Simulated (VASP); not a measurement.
Wanted: the native input for a VASP 6.6.1 run.

```yaml
Task: relaxation of cell and atoms
Functional: PBE
Potentials_or_basis: VASP PAW PBE potentials, release 64 (Hf_pv)
Cutoff: 600 eV
k_mesh: 16 × 16 × 16
Occupations: fermi-dirac, width 0.08 eV
Spin: no spin polarisation
Target_pressure: 30 GPa
Dipole_correction: no
Further_INCAR_settings: ALGO = Normal; EDIFF = 1e-06; IBRION = 2; EDIFFG = -0.005; NSW = 60; ISIF = 3
```

The structure of Hf lies in POSCAR:

```
Hf
1.0
   -1.6596002294      1.6596002294      1.6596002294
    1.6596002294     -1.6596002294      1.6596002294
    1.6596002294      1.6596002294     -1.6596002294
Hf
1
Direct
    0.0000000000      0.0000000000      0.0000000000
```

These files were run (other wordings do the same):

INCAR

```
PREC = Accurate ; ENCUT = 600
EDIFF = 1E-6 ; ISMEAR = -1
SIGMA = 0.08 ; LREAL = False
LASPH = True ; NELM = 80
ALGO = Normal ; ISIF = 3
LWAVE = False ; LCHARG = False
GGA = PE ; IBRION = 2
NSW = 60 ; EDIFFG = -0.005
PSTRESS = 300.0
```

KPOINTS

```
regular mesh
0
Gamma
  16 16 16
```

Potentials or basis: VASP PAW PBE potentials, release 64 (Hf_pv).

Command:

```console
$ cat potpaw_PBE.64/Hf_pv/POTCAR > POTCAR
$ mpirun -np 1 vasp_std > vasp.out
```

It gave:

```
Relaxed volume                                         : 18.01 Å³/atom
Relaxed cell                                           : a = 2.860 Å, b = 2.860 Å, c = 2.860 Å, α = 109.47°, β = 109.47°, γ = 109.47°
Space group after relaxing (to 0.05 Å)                 : Im-3m (No. 229)
Energy change on relaxing (the enthalpy is what falls) : +49.0 meV/atom
Ionic steps                                            : 3
Pressure after relaxing                                : 30.0 GPa
Band gap on the k mesh                                 : zero (band 5 reaches 7.81 eV, above the bottom of band 6 at 5.16 eV)
```

Caveat: the cell is relaxed towards a set pressure, so the enthalpy falls and the energy may rise; spin-orbit coupling is left out, which moves the levels of the heavy elements.

It took 20 s on 1 thread of Intel(R) Xeon(R) Platinum 8488C (Sapphire Rapids), on a shared host, peak memory 0.17 GiB.
